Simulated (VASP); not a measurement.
A run of VASP 6.6.1 is set up as follows.

The input POSCAR:

```
InSe
1.0
    4.0417341700      0.0000000000      0.0000000000
   -2.0208670800      3.5002444600      0.0000000000
    0.0000000000      0.0000000000     17.4284434000
In Se
4 4
Direct
    0.3333333300      0.6666666700      0.3303039600
    0.6666666700      0.3333333300      0.8303039600
    0.6666666700      0.3333333300      0.6696960400
    0.3333333300      0.6666666700      0.1696960400
    0.3333333300      0.6666666700      0.5973247600
    0.6666666700      0.3333333300      0.0973247600
    0.6666666700      0.3333333300      0.4026752400
    0.3333333300      0.6666666700      0.9026752400
```

The input INCAR.step1:

```
PREC = Accurate
ENCUT = 520
ISMEAR = 0
SIGMA = 0.1
LREAL = False
LASPH = True
NELM = 100
NBANDS = 48
GGA = PE
ALGO = Normal
EDIFF = 1E-4
LWAVE = True
LCHARG = False
```

Contents of INCAR.step2:

```
PREC = Accurate
ENCUT = 520
EDIFF = 1E-6
ISMEAR = 0
SIGMA = 0.1
LREAL = False
LASPH = True
NELM = 100
ALGO = Normal
ISIF = 2
LWAVE = False
LCHARG = False
METAGGA = R2SCAN
LMIXTAU = True
LUSE_VDW = True
IVDW_NL = 2
BPARAM = 11.95
CPARAM = 0.0093
NBANDS = 48
ISTART = 1
```

The input KPOINTS:

```
regular mesh
0
Gamma
  6 6 1
```

Potentials or basis: VASP PAW PBE potentials, release 64 (In_d, Se).

Run with:

```bash
$ cat potpaw_PBE.64/In_d/POTCAR potpaw_PBE.64/Se/POTCAR > POTCAR
$ cp INCAR.step1 INCAR
$ mpirun -np 1 vasp_std > vasp.out
$ cp INCAR.step2 INCAR
$ mpirun -np 1 vasp_std > vasp.out
```

(1) Predict the pressure.

(2) Estimate the largest force.

(3) What does it give for the band gap on the k mesh?

## Answers

(1) -0.6 GPa.

(2) 0.029 eV/Å.

(3) 0.91 eV.

Caveat: the PAW data sets were made with another functional, which shifts forces and pressure a little; spin-orbit coupling is left out, which moves the levels of the heavy elements.
